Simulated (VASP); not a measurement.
Wanted: the native input for a VASP 6.6.1 run.

```yaml
Task: single point
Functional: PBE
Potentials_or_basis: VASP PAW PBE potentials, release 64 (Rb_sv, Br, Ag)
Cutoff: 520 eV
k_mesh: 4 × 4 × 4
Occupations: methfessel-paxton, width 0.05 eV
Spin: no spin polarisation
Dipole_correction: no
Further_INCAR_settings: ALGO = Normal; EDIFF = 1e-06; NBANDS = 25
```

The structure of RbAgBr2 lies in POSCAR:

```
RbAgBr2
1.0
    4.5179929797      0.0000000000      0.0000000000
    0.0000000000      4.5179929797      0.0000000000
    0.0000000000      0.0000000000      6.3563246931
Rb Br Ag
1 2 1
Direct
    0.0000000000      0.0000000000      0.0000000000
    0.0000000000      0.0000000000      0.5000000000
    0.5000000000      0.5000000000      0.0000000000
    0.5000000000      0.5000000000      0.5000000000
```

The input as run:

INCAR

```
  PREC = Accurate
  ENCUT = 520
  EDIFF = 1E-6
  ISMEAR = 1
  SIGMA = 0.05
  LREAL = F
  LASPH = T
  NELM = 80
  ALGO = Normal
  ISIF = 2
  LWAVE = F
  LCHARG = T
  GGA = PE
  LELF = T
  LVHAR = T
  NBANDS = 25
```

KPOINTS

```
regular mesh
0
Gamma
  4 4 4
```

Potentials or basis: VASP PAW PBE potentials, release 64 (Rb_sv, Br, Ag).

Run with:

```bash
$ cat potpaw_PBE.64/Rb_sv/POTCAR potpaw_PBE.64/Br/POTCAR potpaw_PBE.64/Ag/POTCAR > POTCAR
$ mpirun -np 1 vasp_std > vasp.out
```

Results of the run:

```
Pressure               : 0.9 GPa
Band gap on the k mesh : 1.19 eV, indirect (least direct gap 1.82 eV)
```

Run time: 42 s on 1 thread of Intel(R) Xeon(R) 6975P-C (Granite Rapids) (shared host), peak memory 0.27 GiB.
